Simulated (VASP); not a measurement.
Input of a VASP 6.6.1 run:

Contents of POSCAR:

```
HfN
1.0
    0.0000000000      2.2746007550      2.2746007550
    2.2746007550      0.0000000000      2.2746007550
    2.2746007550      2.2746007550      0.0000000000
Hf N
1 1
Direct
    0.0000000000      0.0000000000      0.0000000000
    0.5000000000      0.5000000000      0.5000000000
```

INCAR.step1

```
ALGO = Normal
EDIFF = 1E-4
ENCUT = 600
GGA = PE
ISMEAR = -1
LASPH = True
LCHARG = False
LREAL = False
LWAVE = True
NELM = 100
PREC = Accurate
SIGMA = 0.02
```

INCAR.step2

```
ALGO = Normal
EDIFF = 1E-6
EDIFFG = -0.005
ENCUT = 600
IBRION = 2
ISIF = 3
ISMEAR = -1
ISTART = 1
LASPH = True
LCHARG = False
LMIXTAU = True
LREAL = False
LWAVE = False
METAGGA = R2SCAN
NELM = 100
NSW = 80
PREC = Accurate
SIGMA = 0.02
```

File KPOINTS:

```
k-points
0
Gamma
  8 8 8
```

Potentials or basis: VASP PAW PBE potentials, release 64 (Hf_pv, N).

Run with:

```sh
$ cat potpaw_PBE.64/Hf_pv/POTCAR potpaw_PBE.64/N/POTCAR > POTCAR
$ cp INCAR.step1 INCAR
$ mpirun -np 1 vasp_std > vasp.out
$ cp INCAR.step2 INCAR
$ mpirun -np 1 vasp_std > vasp.out
```

Q: Predict the relaxed cell.

A: a = 3.191 Å, b = 3.191 Å, c = 3.191 Å, α = 60.00°, β = 60.00°, γ = 60.00°.

Q: What does it give for the relaxed volume?

A: 11.49 Å³/atom.

Q: Estimate the space group after relaxing (to 0.05 Å).

A: Fm-3m (No. 225).

Final structure:
```
Hf N
1.0
     0.00000    2.25635    2.25635
     2.25635    0.00000    2.25635
     2.25635    2.25635    0.00000
Hf N
1 1
Direct
  0.00000 0.00000 0.00000
  0.50000 0.50000 0.50000
```

Caveat: the PAW data sets were made with another functional, which shifts forces and pressure a little.
